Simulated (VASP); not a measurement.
# Ti9O16 (a cell with a defect) (Rutile) in VASP: a series of runs, part 2 of 2

VASP 6.6.1. Earlier steps stand in the parts before.

**3. Single point, PBE**

INCAR

```
SYSTEM = Ti9O16
PREC = Accurate ; ENCUT = 520
EDIFF = 1E-6 ; ISMEAR = 0
SIGMA = 0.02 ; LREAL = Auto
LASPH = .TRUE. ; NELM = 100
ALGO = Normal ; ISIF = 2
LWAVE = .FALSE. ; LCHARG = .FALSE.
GGA = PE ; NBANDS = 120
NELECT = 200.0
```

KPOINTS

```
regular mesh
0
G
  3 3 3
  0 0 0
```

POSCAR

```
Ti9O16
1.0
   -4.6432750096      4.6432750096      0.0000000000
    4.6432750096      4.6432750096      0.0000000000
    0.0000000000     -4.6432750096     -5.9277640514
Ti O
9 16
Direct
    0.7371234399      0.7561292062      0.4887502227
    0.5525516068      0.5209547275      0.0146181594
    0.2542694495      0.2334716291      0.4887515722
   -0.0352886036     -0.0054885164      0.0146193403
    0.1463228627      0.6382340666      0.2539900352
    0.8460115342      0.4220583985      0.7316750401
    0.6103091124      0.1166032701      0.2539888543
    0.3883075349      0.8104671089      0.7316758836
    0.1608490966      0.1599523158      0.8190570606
    0.2545619295      0.5329520738      0.4746260100
    0.0156455855      0.2959630333     -0.0098377735
    0.7786721854      0.0745713098      0.5223748741
    0.5222009513      0.8073057528      0.0060356653
    0.4336664503      0.6398719837      0.2397263096
    0.1779881677      0.3927409010      0.7461106687
    0.9272050737      0.1361849441      0.2609206417
    0.6766099321      0.8666075089      0.7425007072
    0.2463461505      0.9486510954      0.5223743680
   -0.0135211493      0.6995776857      0.0060365088
    0.7227067599      0.4425211156      0.4746241543
    0.4771590350      0.1950456566     -0.0098391231
    0.8363589344      0.6255831354      0.2609208104
    0.5685351827      0.3767386601      0.7425003698
    0.3087036352      0.1007023865      0.2397266470
    0.0707655718      0.8542175518      0.7461106687
```

Potentials or basis: VASP PAW PBE potentials, release 64 (Ti_sv, O).

Command:

```sh
$ cat potpaw_PBE.64/Ti_sv/POTCAR potpaw_PBE.64/O/POTCAR > POTCAR
$ mpirun -np 1 vasp_std > vasp.out
```

OUTCAR:

```text
SYSTEM = Ti9O16
   PREC = Accurate
   ENCUT = 520
   EDIFF = 1E-6
   ISMEAR = 0
   LREAL = Auto
   LASPH = .TRUE.
   NELM = 100
   ISIF = 2
   GGA = PE
   NELECT = 200.0

 ion  position               nearest neighbor table
   1  0.737  0.756  0.489-  14 1.89  17 1.95  22 1.95  12 2.00  20 2.02  25 2.04   2 2.83
   2  0.553  0.521  0.015-  22 1.81  23 1.90  13 1.92  14 2.02  21 2.11  15 2.24   1 2.83   9 2.84

   3  0.254  0.233  0.489-  24 1.89  23 1.95  16 1.95  18 2.00  10 2.02  15 2.04   4 2.83
   4  0.965  0.995  0.015-  16 1.81  17 1.90  19 1.92  24 2.02  11 2.11  25 2.24   3 2.83   9 2.84
[... 11 lines left out ...]
  12  0.779  0.075  0.522-   7 1.98   1 2.00   6 2.04   9 2.37
  13  0.522  0.807  0.006-   8 1.87   2 1.92   7 1.92
  14  0.434  0.640  0.240-   1 1.89   5 1.94   2 2.02
  15  0.178  0.393  0.746-   9 1.85   3 2.04   6 2.15   2 2.24
  16  0.927  0.136  0.261-   4 1.81   3 1.95   7 2.06
  17  0.677  0.867  0.743-   8 1.89   4 1.90   1 1.95
  18  0.246  0.949  0.522-   5 1.98   3 2.00   8 2.04   9 2.37
  19  0.986  0.700  0.006-   6 1.87   4 1.92   5 1.92
  20  0.723  0.443  0.475-   6 1.81   7 1.93   1 2.02
  21  0.477  0.195  0.990-   9 1.85   7 2.09   2 2.11   8 2.29
  22  0.836  0.626  0.261-   2 1.81   1 1.95   5 2.06
[... 232 lines left out ...]
      2     -51.7523      2.00000
      3     -51.5812      2.00000
      4     -51.5785      2.00000
      5     -51.4339      2.00000
      6     -51.4283      2.00000
[... 1139 lines left out ...]
    111       8.1968      0.00000
    112       8.2984      0.00000
 [bands above 112 left out]

------------------------ aborting loop because EDIFF is reached ----------------------------------------

  FORCE on cell =-STRESS in cart. coord.  units (eV):
  Direction    XX          YY          ZZ          XY          YZ          ZX
  --------------------------------------------------------------------------------------
  -------------------------------------------------------------------------------------
  Total      -33.8576812    -27.8121956    -24.1492239      1.2823740      0.0000000      0.0000000
  in kB     -212.2257496   -174.3316094   -151.3714748      8.0381399      0.0000000      0.0000000
  external PRESSURE =    -179.3096113 kB  Pullay stress =       0.0000000 kB

 VOLUME and BASIS-vectors are now :
 -----------------------------------------------------------------------------
  energy-cutoff  :      520.00
  volume of cell :      255.61
      direct lattice vectors                 reciprocal lattice vectors
    -4.643275010  4.643275010  0.000000000    -0.107682616  0.107682616 -0.084348836
     4.643275010  4.643275010  0.000000000     0.107682616  0.107682616 -0.084348836
     0.000000000 -4.643275010 -5.927764051     0.000000000  0.000000000 -0.168697673

 POSITION                                       TOTAL-FORCE (eV/Angst)
 -----------------------------------------------------------------------------------
      0.08825      4.66418     -2.89720        -0.038110     -0.001488     -0.011666
     -0.14671      4.91671     -0.08665         0.045336     -0.105415      0.067720
     -0.09657     -0.00469     -2.89720         0.038110      0.001488     -0.011666
      0.13837      9.02933     -0.08666        -0.045336      0.105415      0.067720
      2.28408      2.46357     -1.50559         0.031126     -0.035196      0.030769
     -1.96853      2.49063     -4.33720        -0.061752     -0.018750     -0.068706
[... 17 lines left out ...]
     -0.96581      0.78787     -1.42104        -0.047512     -0.029536     -0.001204
      3.63778      0.83055     -4.42277        -0.085385     -0.127885      0.002828
 -----------------------------------------------------------------------------------
    total drift:                               -0.128631     -0.016251     -0.032331

  FREE ENERGIE OF THE ION-ELECTRON SYSTEM (eV)
  ---------------------------------------------------
  free  energy   TOTEN  =      -252.7765410191 eV

  energy  without entropy=     -252.7765410191  energy(sigma->0) =     -252.77654102
```

OSZICAR:

```text
N       E                     dE             d eps       ncg     rms          rms(c)
DAV:   1     0.340736952447E+04    0.34074E+04   -0.95733E+04  2400   0.201E+03
DAV:   2     0.481447673164E+03   -0.29259E+04   -0.28061E+04  2400   0.645E+02
DAV:   3    -0.253618668548E+03   -0.73507E+03   -0.71342E+03  3080   0.274E+02
DAV:   4    -0.319093763640E+03   -0.65475E+02   -0.65263E+02  3448   0.896E+01
DAV:   5    -0.323998918090E+03   -0.49052E+01   -0.49023E+01  3856   0.195E+01    0.655E+01
DAV:   6    -0.254387124250E+03    0.69612E+02   -0.45285E+02  3352   0.105E+02    0.252E+01
DAV:   7    -0.253222715729E+03    0.11644E+01   -0.73788E+01  3592   0.348E+01    0.154E+01
DAV:   8    -0.252711377283E+03    0.51134E+00   -0.87903E+00  3544   0.145E+01    0.558E+00
DAV:   9    -0.252740897234E+03   -0.29520E-01   -0.17654E+00  3576   0.778E+00    0.254E+00
DAV:  10    -0.252764648089E+03   -0.23751E-01   -0.38247E-01  3488   0.357E+00    0.122E+00
DAV:  11    -0.252775434238E+03   -0.10786E-01   -0.86588E-02  3344   0.171E+00    0.330E-01
DAV:  12    -0.252776027618E+03   -0.59338E-03   -0.15978E-02  3552   0.683E-01    0.136E-01
DAV:  13    -0.252776594350E+03   -0.56673E-03   -0.33916E-03  3352   0.275E-01    0.940E-02
DAV:  14    -0.252776517867E+03    0.76483E-04   -0.85376E-04  3648   0.131E-01    0.393E-02
DAV:  15    -0.252776544876E+03   -0.27009E-04   -0.20106E-04  3568   0.739E-02    0.217E-02
DAV:  16    -0.252776540367E+03    0.45082E-05   -0.60819E-05  3664   0.397E-02    0.106E-02
DAV:  17    -0.252776540535E+03   -0.16786E-06   -0.26353E-05  3168   0.201E-02    0.809E-03
DAV:  18    -0.252776541019E+03   -0.48393E-06   -0.70777E-06  2800   0.119E-02
   1 F= -.25277654E+03 E0= -.25277654E+03  d E =-.635510E-55
```

It took 22 min on 1 thread of Intel Xeon Platinum 8259CL at 2.50GHz (Skylake/Cascade Lake), shared host; peak memory 0.47 GiB.

What came out:

```
Free energy   : -252.7765 eV
Largest force : 0.180 eV/Å
```

Forces in eV/Å, atoms in the order of the input:
```
Ti  -0.038 -0.001 -0.012
Ti   0.045 -0.105  0.068
Ti   0.038  0.001 -0.012
Ti  -0.045  0.105  0.068
Ti   0.031 -0.035  0.031
Ti  -0.062 -0.019 -0.069
Ti  -0.031  0.035  0.031
Ti   0.062  0.019 -0.069
Ti   0.000  0.000  0.180
O   -0.084 -0.036  0.050
O    0.000  0.008 -0.014
O   -0.064  0.049 -0.052
O   -0.031 -0.011 -0.033
O    0.048  0.030 -0.001
O    0.085  0.128  0.003
O    0.088 -0.028 -0.053
O    0.026  0.016 -0.007
O    0.064 -0.049 -0.052
O    0.031  0.011 -0.033
O    0.084  0.036  0.050
O    0.000 -0.008 -0.014
O   -0.088  0.028 -0.053
O   -0.026 -0.016 -0.007
O   -0.048 -0.030 -0.001
O   -0.085 -0.128  0.003
```

Levels at points of the mesh, in eV from the Fermi level:
| k point | band 96 | band 97 | band 98 | band 99 | band 100 | band 101 | band 102 | band 103 | band 104 | band 105 |
| --- | --- | --- | --- | --- | --- | --- | --- | --- | --- | --- |
| (0.00, 0.00, 0.00) | -1.25 | -0.83 | -0.76 | -0.70 | -0.22 | 2.16 | 2.28 | 2.45 | 2.62 | 2.66 |

Caveat: the cell carries a net charge on a neutralising background, which shifts energy and pressure; the cell is charged against a uniform background, so pressure and absolute levels hang on convention.
